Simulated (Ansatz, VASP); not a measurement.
InSe in VASP and in Ansatz

```
In Se
1.0
     2.04437    1.18031    9.21754
    -2.04437    1.18031    9.21754
     0.00000   -2.36063    9.21754
In Se
2 2
Cartesian
  0.0000 0.0000 0.1383
  0.0000 0.0000 2.9638
  0.0000 0.0000 17.3015
  0.0000 0.0000 22.6709
```

Alike in both runs: task single point; functional PBE; dispersion D4; k mesh 10 × 10 × 10; occupations gaussian, width 0.05 eV; no spin polarisation.

|  | VASP | Ansatz |
| --- | --- | --- |
| version | VASP 6.6.1 | Ansatz 0.2.0 |
| potentials or method | VASP PAW PBE potentials, release 64 (In_d, Se), cutoff 520 eV | scalar-relativistic, plane waves, PAW |
| valence electrons in the cell | 38 | 58 |

Ansatz gave:

```
gap on the k mesh at the Fermi level (eV) : 0.71
pressure (GPa)                            : -1.4
rms of the force components (eV/Å)        : 0.015
```

Question: What did VASP give for the same quantities?

Answer: gap on the k mesh at the Fermi level (eV): 0.70; pressure (GPa): -1.4; rms of the force components (eV/Å): 0.021.

Atom by atom the forces differ by 0.007 eV/Å (rms over components). VASP's potentials hold 38 valence electrons a cell and Ansatz's 58, so a difference there can come from the potentials and not from the codes.
